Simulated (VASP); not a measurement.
SnS: single point with PBE+D3(BJ)

**Experimental background.**

From “Linear dichroism of the optical properties of SnS and SnSe van der Waals crystals”, 2024, arxiv:2409.17412, for a bulk crystal of SnS at 300 K: band gap 1.09 eV (indirect).

Crystal: SnS.

```
Sn S
1.0
    11.14759    0.00000    0.00000
     0.00000    3.99870    0.00000
     0.00000    0.00000    4.26352
Sn S
4 4
Cartesian
  1.3186 0.9997 0.4795
  4.2552 2.9990 2.6113
  6.8924 0.9997 1.6522
  9.8290 2.9990 3.7840
  9.5087 0.9997 2.0246
  7.2127 2.9990 4.1564
  3.9349 0.9997 0.1071
  1.6389 2.9990 2.2389
```

* Program: VASP 6.6.1
* Task: single point
* Functional: PBE
* Dispersion: D3(BJ)
* Potentials or basis: VASP PAW PBE potentials, release 64 (Sn_d, S)
* Cutoff: 500 eV
* k mesh: 4 × 8 × 8
* Occupations: gaussian, width 0.01 eV
* Spin: no spin polarisation

```yaml
Pressure: -0.1 GPa
Largest_force: 0.007 eV/Å
Band_gap_on_the_k_mesh: 0.85 eV (least direct gap 1.20 eV)
Dispersion_energy_per_atom: -0.347 eV
```

Forces on the atoms (eV/Å):
```
Sn  -0.001  0.000 -0.007
Sn   0.001  0.000 -0.007
Sn  -0.001  0.000  0.007
Sn   0.001  0.000  0.007
S    0.000  0.000 -0.005
S    0.000  0.000 -0.005
S    0.000  0.000  0.005
S    0.000  0.000  0.005
```

Levels at points of the mesh, in eV from the valence-band top:
| k point | band 36 | band 37 | band 38 | band 39 | band 40 | band 41 | band 42 | band 43 | band 44 | band 45 |
| --- | --- | --- | --- | --- | --- | --- | --- | --- | --- | --- |
| (0.00, 0.00, 0.00) | -2.15 | -1.93 | -1.24 | -0.79 | -0.63 | 0.85 | 3.09 | 3.12 | 3.14 | 3.47 |
| (0.50, 0.00, 0.00) | -2.35 | -2.17 | -2.17 | -0.67 | -0.67 | 2.69 | 2.69 | 2.85 | 2.85 | 4.09 |
| (0.00, 0.50, 0.00) | -2.01 | -1.00 | -1.00 | -0.78 | -0.78 | 1.22 | 1.22 | 1.72 | 1.72 | 2.08 |
| (0.50, 0.50, 0.00) | -2.38 | -0.98 | -0.98 | -0.98 | -0.98 | 1.64 | 1.64 | 1.64 | 1.64 | 2.53 |
| (0.00, 0.00, 0.50) | -1.78 | -0.90 | -0.90 | -0.06 | -0.06 | 1.49 | 1.49 | 1.93 | 1.93 | 1.97 |
| (0.50, 0.00, 0.50) | -2.12 | -0.69 | -0.69 | 0.00 | 0.00 | 1.39 | 1.39 | 1.90 | 1.90 | 2.02 |
| (0.00, 0.50, 0.50) | -3.40 | -2.49 | -2.49 | -1.53 | -1.53 | 2.79 | 2.79 | 3.03 | 3.03 | 4.61 |
| (0.50, 0.50, 0.50) | -3.97 | -1.71 | -1.71 | -1.71 | -1.71 | 2.62 | 2.62 | 2.62 | 2.62 | 4.67 |

Wall time 11 min on 1 thread of Oxide Virtual Turin-like Processor (shared host), peak memory 0.55 GiB.

A measured gap of SnS is 1.09 eV (indirect; 300 K; “Linear dichroism of the optical properties of SnS and SnSe van der Waals crystals”, 2024, arxiv:2409.17412); the calculated 0.85 eV misses it by -0.24 eV. 2 values of this kind are on record (1.09 to 1.16 eV); this one was drawn at random. Spin-orbit coupling on Sn is left out. The value is that of PBE+D3(BJ) on a finite k mesh, which can miss the band edges, without temperature or zero-point motion. Semilocal functionals fall short of measured gaps as a rule.

Caveat: spin-orbit coupling is left out, which moves the levels of the heavy elements.
